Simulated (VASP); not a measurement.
## MgB2: electric field gradients with PBE

The system is MgB2.

```xyz
3
Lattice="3.1054 0.0000 0.0000 -1.5527 2.6894 0.0000 0.0000 0.0000 3.5463" Properties=species:S:1:pos:R:3 pbc="T T T"
Mg    0.0000    0.0000    0.0000
B     0.0000    1.7929    1.7732
B     1.5527    0.8965    1.7732
```

This cell differs from its parent crystal: volume scaled by 1.02.

```yaml
Program: VASP 6.6.1
Task: electric field gradients
Functional: PBE
Potentials_or_basis: VASP PAW PBE potentials, release 64 (Mg, B)
Cutoff: 520 eV
k_mesh: 12 × 12 × 9
Occupations: fermi-dirac, width 0.05 eV
Spin: no spin polarisation
Dipole_correction: no
Further_INCAR_settings: ALGO = Normal; EDIFF = 1e-08; NBANDS = 11
```

- Pressure: -4.1 GPa
- Band gap on the k mesh: zero (band 4 reaches 6.90 eV, above the bottom of band 5 at 3.24 eV)

Stress tensor (GPa, compression positive):
```
-4.66  0.00  0.00
 0.00 -4.66  0.00
 0.00  0.00 -3.08
```

Levels at points of the mesh, in eV from the Fermi level:
```tsv
k point	band 1	band 2	band 3	band 4	band 5	band 6	band 7	band 8
(0.00, 0.00, 0.00)	-12.26	-2.86	0.38	0.38	1.65	6.25	6.25	7.89
(0.50, 0.00, 0.00)	-8.44	-7.71	-2.12	0.26	3.07	3.86	5.27	6.95
```

Electric field gradients, principal values (V/Å²):
```csv
atom,least,middle,greatest (by size)
1 Mg,0.066,0.066,-0.132
2 B,-9.719,-9.719,19.439
3 B,-9.719,-9.719,19.439
```

It took 11 s on 1 thread of Intel(R) Xeon(R) 6975P-C (Granite Rapids) (shared host), peak memory 0.16 GiB.

Caveat: without QUAD_EFG the Cq values of the log hold for a quadrupole moment of 1 mb, not for the nuclei.
